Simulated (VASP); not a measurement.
# TaN in VASP: notebook

TaN is run at these levels: r2SCAN+U, r2SCAN, PBE; tasks: single point.

All numbers are computed with VASP 6.6.1; they aren't measurements. Logs are shortened: lines on timing, memory, paths and dates and some standing lists are left out, and cuts for length are marked.

## Step 1: The cell of the first run

It takes space group Fm-3m (No. 225, cubic). The conventional cell has a = 4.423 Å, b = 4.423 Å, c = 4.423 Å, α = 90.00°, β = 90.00°, γ = 90.00°. Ta (site symmetry m-3m) has 6 N at 2.21 Å within 2.9 Å. Within 2.9 Å of N (site symmetry m-3m) lie 6 Ta at 2.21 Å.

## Step 2: Single point, r2SCAN+U

Contents of POSCAR:

```
TaN
1.0
    0.0000000000      2.2113230000      2.2113230000
    2.2113230000      0.0000000000      2.2113230000
    2.2113230000      2.2113230000      0.0000000000
Ta N
1 1
Direct
    0.5000000000      0.5000000000      0.5000000000
    0.0000000000      0.0000000000      0.0000000000
```

Contents of INCAR.step1:

```
SYSTEM = TaN
PREC = Accurate ; ENCUT = 660
ISMEAR = -1 ; SIGMA = 0.05
LREAL = .False. ; LASPH = .True.
NELM = 200 ; LMAXMIX = 4
LDAU = .True. ; LDAUTYPE = 2
LDAUL = 2 -1 ; LDAUU = 6 0
LDAUJ = 0 0 ; NBANDS = 16
GGA = PE ; ALGO = Normal
EDIFF = 1E-5 ; LWAVE = .True.
LCHARG = .False. ; GGA_COMPAT = .False.
```

Contents of INCAR.step2:

```
SYSTEM = TaN
PREC = Accurate ; ENCUT = 660
EDIFF = 1E-6 ; ISMEAR = -1
SIGMA = 0.05 ; LREAL = .False.
LASPH = .True. ; NELM = 200
ALGO = Normal ; ISIF = 2
LWAVE = .False. ; LCHARG = .False.
LMAXMIX = 4 ; LDAU = .True.
LDAUTYPE = 2 ; LDAUL = 2 -1
LDAUU = 6 0 ; LDAUJ = 0 0
LDAUPRINT = 1 ; METAGGA = R2SCAN
LMIXTAU = .True. ; NBANDS = 16
ISTART = 1 ; GGA_COMPAT = .False.
```

Contents of KPOINTS:

```
regular mesh
0
Gamma
  10 10 10
  0 0 0
```

Potentials or basis: VASP PAW PBE potentials, release 64 (Ta_sv_GW, N).

The run is started by

```
> cat potpaw_PBE.64/Ta_sv_GW/POTCAR potpaw_PBE.64/N/POTCAR > POTCAR
> cp INCAR.step1 INCAR
> mpirun -np 1 vasp_std > vasp.out
> cp INCAR.step2 INCAR
> mpirun -np 1 vasp_std > vasp.out
```

OUTCAR:

```text
SYSTEM = TaN
   PREC = Accurate
   ENCUT = 660
   EDIFF = 1E-6
   ISMEAR = -1
   LREAL = .False.
   LASPH = .True.
   NELM = 200
   ISIF = 2
   METAGGA = R2SCAN
   ISTART = 1

 ion  position               nearest neighbor table
   1  0.500  0.500  0.500-   2 2.21   2 2.21   2 2.21   2 2.21   2 2.21   2 2.21
   2  0.000  0.000  0.000-   1 2.21   1 2.21   1 2.21   1 2.21   1 2.21   1 2.21

  LATTYP: Found a face centered cubic cell.
 ALAT       =     4.4226460000

  Lattice vectors:

 A1 = (   0.0000000000,   2.2113230000,   2.2113230000)
 A2 = (   2.2113230000,   0.0000000000,   2.2113230000)
 A3 = (   2.2113230000,   2.2113230000,   0.0000000000)

Analysis of symmetry for initial positions (statically):
=====================================================================
 Subroutine PRICEL returns:
 Original cell was already a primitive cell.

 Routine SETGRP: Setting up the symmetry group for a
 face centered cubic supercell.

 Subroutine GETGRP returns: Found 48 space group operations
 (whereof 48 operations were pure point group operations)
 out of a pool of 48 trial point group operations.

The static configuration has the point symmetry O_h .

Analysis of symmetry for dynamics (positions and initial velocities):
=====================================================================
 Subroutine PRICEL returns:
 Original cell was already a primitive cell.

 Routine SETGRP: Setting up the symmetry group for a
 face centered cubic supercell.

 Subroutine GETGRP returns: Found 48 space group operations
 (whereof 48 operations were pure point group operations)
 out of a pool of 48 trial point group operations.

The dynamic configuration has the point symmetry O_h .

 Subroutine INISYM returns: Found 48 space group operations
 (whereof 48 operations are pure point group operations),
 and found     1 'primitive' translations

----------------------------------------------------------------------------------------

                                     Primitive cell

  volume of cell :      21.6265

  direct lattice vectors                    reciprocal lattice vectors
     0.000000000  2.211323000  2.211323000    -0.226108985  0.226108985  0.226108985
     2.211323000  0.000000000  2.211323000     0.226108985 -0.226108985  0.226108985
     2.211323000  2.211323000  0.000000000     0.226108985  0.226108985 -0.226108985

  length of vectors
     3.127282977  3.127282977  3.127282977     0.391632251  0.391632251  0.391632251

  position of ions in fractional coordinates (direct lattice)
     0.500000000  0.500000000  0.500000000
     0.000000000  0.000000000  0.000000000

  ion indices of the primitive-cell ions
   primitive index   ion index
                 1           1
                 2           2

----------------------------------------------------------------------------------------

 KPOINTS: regular mesh

Automatic generation of k-mesh.
 Grid dimensions read from file:
 generate k-points for:   10   10   10

 Generating k-lattice:

  Cartesian coordinates                     Fractional coordinates (reciprocal lattice)
    -0.022610899  0.022610899  0.022610899     0.100000000  0.000000000  0.000000000
     0.022610899 -0.022610899  0.022610899     0.000000000  0.100000000  0.000000000
     0.022610899  0.022610899 -0.022610899     0.000000000  0.000000000  0.100000000

  Length of vectors
     0.039163225  0.039163225  0.039163225

  Shift w.r.t. Gamma in fractional coordinates (k-lattice)
     0.000000000  0.000000000  0.000000000
[... 35 lines left out ...]
   total plane-waves  NPLWV =  21952
   dimension x,y,z NGX =    28 NGY =   28 NGZ =   28
   dimension x,y,z NGXF=    56 NGYF=   56 NGZF=   56
   ions per type =               1   1
   NGX,Y,Z   is equivalent  to a cutoff of  14.88, 14.88, 14.88 a.u.
   NGXF,Y,Z  is equivalent  to a cutoff of  29.77, 29.77, 29.77 a.u.
 SYSTEM =  TaN
   PREC   = accura    normal or accurate (medium, high low for compatibility)
   ISTART =      1    job   : 0-new  1-cont  2-samecut
   ICHARG =      0    charge: 1-file 2-atom 10-const
   ISPIN  =      1    spin polarized calculation?
   LNONCOLLINEAR =      F non collinear calculations
   LSORBIT =      F    spin-orbit coupling
   LASPH  =      T    aspherical Exc in radial PAW
   ENCUT  =  660.0 eV  48.51 Ry    6.96 a.u.   6.55  6.55  6.55*2*pi/ulx,y,z
   NELM   =    200;   NELMIN=  2; NELMDL=  0     # of ELM steps
   EDIFF  = 0.1E-05   stopping-criterion for ELM
   LREAL  =      F    real-space projection
   EDIFFG = 0.1E-04   stopping-criterion for IOM
   NSW    =      0    number of steps for IOM
   IBRION =     -1    ionic relax: 0-MD 1-quasi-New 2-CG
   NFREE  =      0    steps in history (QN), initial steepest desc. (CG)
   ISIF   =      2    stress and relaxation
   ISYM   =      2    0-nonsym 1-usesym 2-fastsym
   POTIM  = 0.5000    time-step for ionic-motion
   TEBEG  =    0.0;   TEEND  =   0.0 temperature during run
   PSTRESS=    0.0 pullay stress
   NELECT =      18.0000    total number of electrons
   NUPDOWN=      -1.0000    fix difference up-down
   EMIN   =  10.00;   EMAX   =-10.00  energy-range for DOS
   EFERMI =   0.00;   METHOD = LEGACY
   ISMEAR =    -1;   SIGMA  =   0.05  broadening in eV -4-tet -1-fermi 0-gaus
   EFERMI_NEDOS =   21; number of points for ismear=-14 and -15
   IALGO  =     38    algorithm
   IMIX   =      4    mixing-type and parameters
     AMIX     =   0.40;   BMIX     =  1.00
     AMIX_MAG =   1.60;   BMIX_MAG =  1.00
  volume/ion in A,a.u.               =      10.81        72.97
  Fermi-wavevector in a.u.,A,eV,Ry     =   1.539939  2.910063 32.265016  2.371412
  Thomas-Fermi vector in A             =   2.646096
   LORBIT       =      0    0 simple, 1 ext, 2 COOP (PROOUT), +10 PAW based schemes
 LDA+U is selected, type is set to LDAUTYPE =  2
   angular momentum for each species LDAUL =     2   -1
   U (eV)           for each species LDAUU =   6.0  0.0
   J (eV)           for each species LDAUJ =   0.0  0.0
   METAGGA = R2SCAN    functional components
   LHFCALC =     F    Hartree Fock is set to
   AEXX    =    0.0000 exact exchange contribution
   IVDW    =     0    specifies the selected vdW correction
   LEPSILON=     F    determine dielectric tensor
   LRPA    =     F    only Hartree local field effects (RPA)
 non-spin polarized calculation
  energy-cutoff  :      660.00
  volume of cell :       21.63
 maximum number of plane-waves:       869
 NGX is ok and might be reduce to    28
   NGX = 13   NGY = 13   NGZ = 13

atom =   1  type =  1  l = 2

 onsite density matrix

spin component  1

  0.2466 -0.0000  0.0000  0.0000  0.0000
 -0.0000  0.2466 -0.0000  0.0000 -0.0000
  0.0000 -0.0000  0.1670  0.0000  0.0000
  0.0000  0.0000  0.0000  0.2466  0.0000
  0.0000 -0.0000  0.0000  0.0000  0.1670

spin component  2

  0.2466 -0.0000  0.0000  0.0000  0.0000
 -0.0000  0.2466 -0.0000  0.0000 -0.0000
  0.0000 -0.0000  0.1670  0.0000  0.0000
  0.0000  0.0000  0.0000  0.2466  0.0000
  0.0000 -0.0000  0.0000  0.0000  0.1670

 occupancies and eigenvectors

  o =  0.1670  v =  0.0000  0.0000  1.0000 -0.0000 -0.0044  0.0000  0.0000  0.0000  0.0000  0.0000      0.0000  0.0000  0.0000  0.0000  0.0000  0.0000  0.0000  0.0000  0.0000  0.0000
  o =  0.1670  v =  0.0000  0.0000  0.0000  0.0000  0.0000  0.0000  0.0000  1.0000 -0.0000 -0.0044      0.0000  0.0000  0.0000  0.0000  0.0000  0.0000  0.0000  0.0000  0.0000  0.0000
  o =  0.1670  v =  0.0000  0.0000  0.0044 -0.0000  1.0000  0.0000  0.0000  0.0000  0.0000  0.0000      0.0000  0.0000  0.0000  0.0000  0.0000  0.0000  0.0000  0.0000  0.0000  0.0000
  o =  0.1670  v =  0.0000  0.0000  0.0000  0.0000  0.0000  0.0000  0.0000  0.0044 -0.0000  1.0000      0.0000  0.0000  0.0000  0.0000  0.0000  0.0000  0.0000  0.0000  0.0000  0.0000
  o =  0.2466  v =  0.0000  0.0000  0.0000  0.0000  0.0000  1.0000  0.0000  0.0000  0.0000  0.0000      0.0000  0.0000  0.0000  0.0000  0.0000  0.0000  0.0000  0.0000  0.0000  0.0000
  o =  0.2466  v =  1.0000  0.0000  0.0000  0.0000  0.0000  0.0000  0.0000  0.0000  0.0000  0.0000      0.0000  0.0000  0.0000  0.0000  0.0000  0.0000  0.0000  0.0000  0.0000  0.0000
  o =  0.2466  v =  0.0000 -0.3130 -0.0000 -0.9498  0.0000  0.0000  0.0000  0.0000  0.0000  0.0000      0.0000  0.0000  0.0000  0.0000  0.0000  0.0000  0.0000  0.0000  0.0000  0.0000
  o =  0.2466  v =  0.0000  0.0000  0.0000  0.0000  0.0000  0.0000 -0.3130 -0.0000 -0.9498  0.0000      0.0000  0.0000  0.0000  0.0000  0.0000  0.0000  0.0000  0.0000  0.0000  0.0000
  o =  0.2466  v =  0.0000  0.0000  0.0000  0.0000  0.0000  0.0000  0.9498 -0.0000 -0.3130 -0.0000      0.0000  0.0000  0.0000  0.0000  0.0000  0.0000  0.0000  0.0000  0.0000  0.0000
  o =  0.2466  v =  0.0000  0.9498 -0.0000 -0.3130 -0.0000  0.0000  0.0000  0.0000  0.0000  0.0000      0.0000  0.0000  0.0000  0.0000  0.0000  0.0000  0.0000  0.0000  0.0000  0.0000

 number of electron      18.0000000 magnetization

 Free energy of the ion-electron system (eV)
  ---------------------------------------------------
  ext. energy  EPLUGINS =         0.00000000
  ---------------------------------------------------
  free energy    TOTEN  =       -56.99768400 eV

  energy without entropy =      -56.99363449  energy(sigma->0) =      -56.99565925

 E-fermi :  14.4090     XC(G=0): -14.6970

 val. band max:       14.2498215369   @ k =  -0.3000   0.4000   0.2000
 cond. band min:      14.4447269204   @ k =  -0.3000   0.3000   0.1000
 fundamental gap:      0.1949053835
 Fermi energy:        14.4089945376

 k-point     1 :       0.0000    0.0000    0.0000
  band No.  band energies     occupation
      1     -58.5902      2.00000
      2     -24.0257      2.00000
      3     -24.0257      2.00000
      4     -24.0257      2.00000
      5      -5.9868      2.00000
      6       9.8750      2.00000
[... 433 lines left out ...]
      3     -24.2488      2.00000
      4     -24.2252      2.00000
      5      -4.2734      2.00000
      6       5.6657      2.00000
[... 8 lines left out ...]
     15      24.7421      0.00000
     16      29.4402      0.00000

 [... further k-points ...]

------------------------ aborting loop because EDIFF is reached ----------------------------------------

  FORCE on cell =-STRESS in cart. coord.  units (eV):
  Direction    XX          YY          ZZ          XY          YZ          ZX
  --------------------------------------------------------------------------------------
  -------------------------------------------------------------------------------------
  Total        1.6341529      1.6341529      1.6341529     -0.0000000     -0.0000000     -0.0000000
  in kB      121.0644724    121.0644724    121.0644724     -0.0000000     -0.0000000     -0.0000000
  external PRESSURE =     121.0644724 kB  Pullay stress =       0.0000000 kB

 VOLUME and BASIS-vectors are now :
 -----------------------------------------------------------------------------
  energy-cutoff  :      660.00
  volume of cell :       21.63
      direct lattice vectors                 reciprocal lattice vectors
     0.000000000  2.211323000  2.211323000    -0.226108985  0.226108985  0.226108985
     2.211323000  0.000000000  2.211323000     0.226108985 -0.226108985  0.226108985
     2.211323000  2.211323000  0.000000000     0.226108985  0.226108985 -0.226108985

 POSITION                                       TOTAL-FORCE (eV/Angst)
 -----------------------------------------------------------------------------------
      2.21132      2.21132      2.21132        -0.000000     -0.000000      0.000000
      0.00000      0.00000      0.00000         0.000000      0.000000     -0.000000
 -----------------------------------------------------------------------------------
    total drift:                                0.000000      0.000000      0.000000

  FREE ENERGIE OF THE ION-ELECTRON SYSTEM (eV)
  ---------------------------------------------------
  free  energy   TOTEN  =       -56.9976840042 eV

  energy  without entropy=      -56.9936344870  energy(sigma->0) =      -56.99565925
```

It took 60 s on 1 thread of Intel Xeon Platinum 8488C (Sapphire Rapids), shared host; peak memory 0.19 GiB.

What came out:

| Property | Result |
| --- | --- |
| Free energy | -56.9977 eV |
| Pressure | 12.1 GPa |
| Band gap on the k mesh | zero (band 9 reaches 16.42 eV, above the bottom of band 10 at 12.42 eV) |

Eigenvalues of the final occupation matrices:
```
    site  spin  trace               eigenvalues
site 1 d     1   1.07  0.17 0.17 0.25 0.25 0.25
site 1 d     2   1.07  0.17 0.17 0.25 0.25 0.25
```

Caveat: the PAW data sets were made with another functional, which shifts forces and pressure a little; spin-orbit coupling is left out, which moves the levels of the heavy elements; U without spin polarisation on a metal has little footing.

## Step 3: Single point, r2SCAN

This run uses another cell than the first one, of 11.25 Å³/atom, 1.040 times its volume.

Contents of POSCAR:

```
TaN
1.0
    0.0000000000      2.2404226923      2.2404226923
    2.2404226923      0.0000000000      2.2404226923
    2.2404226923      2.2404226923      0.0000000000
Ta N
1 1
Direct
    0.5000000000      0.5000000000      0.5000000000
    0.0000000000      0.0000000000      0.0000000000
```

Contents of INCAR.step1:

```
SYSTEM = TaN
  PREC = Accurate
  ENCUT = 660
  ISMEAR = -1
  SIGMA = 0.05
  LREAL = .FALSE.
  LASPH = .TRUE.
  NELM = 120
  NBANDS = 16
  GGA = PE
  ALGO = Normal
  EDIFF = 1E-5
  LWAVE = .TRUE.
  LCHARG = .FALSE.
  GGA_COMPAT = .FALSE.
```

Contents of INCAR.step2:

```
SYSTEM = TaN
  PREC = Accurate
  ENCUT = 660
  EDIFF = 1E-6
  ISMEAR = -1
  SIGMA = 0.05
  LREAL = .FALSE.
  LASPH = .TRUE.
  NELM = 120
  ALGO = Normal
  ISIF = 2
  LWAVE = .FALSE.
  LCHARG = .FALSE.
  METAGGA = R2SCAN
  LMIXTAU = .TRUE.
  NBANDS = 16
  ISTART = 1
  GGA_COMPAT = .FALSE.
```

Contents of KPOINTS:

```
regular mesh
0
G
  10 10 10
  0 0 0
```

Potentials or basis: VASP PAW PBE potentials, release 64 (Ta_sv_GW, N).

The run is started by

```
> cat potpaw_PBE.64/Ta_sv_GW/POTCAR potpaw_PBE.64/N/POTCAR > POTCAR
> cp INCAR.step1 INCAR
> mpirun -np 1 vasp_std > vasp.out
> cp INCAR.step2 INCAR
> mpirun -np 1 vasp_std > vasp.out
```

Wall time 1.7 min (1 thread of AMD EPYC 9R45 (Zen 5), shared host); peak memory 0.15 GiB.

Results (log left out):

* Free energy: -62.1502 eV
* Pressure: -17.9 GPa
* Band gap on the k mesh: zero (band 9 reaches 14.76 eV, above the bottom of band 10 at 11.00 eV)

Levels at points of the mesh, in eV from the Fermi level:
```tsv
k point	band 5	band 6	band 7	band 8	band 9	band 10	band 11	band 12	band 13	band 14
(0.00, 0.00, 0.00)	-19.54	-3.99	-3.99	-3.99	-2.03	-2.03	-2.03	0.13	0.13	1.27
(0.50, 0.00, 0.00)	-16.86	-10.36	-7.57	-7.57	1.73	1.73	1.86	3.83	7.23	7.23
(0.50, 0.50, 0.00)	-18.33	-6.96	-5.24	-4.87	-4.87	2.05	3.21	3.21	4.14	6.75
```

Caveat: the PAW data sets were made with another functional, which shifts forces and pressure a little; spin-orbit coupling is left out, which moves the levels of the heavy elements.

(Continued in part 2 of 2.)
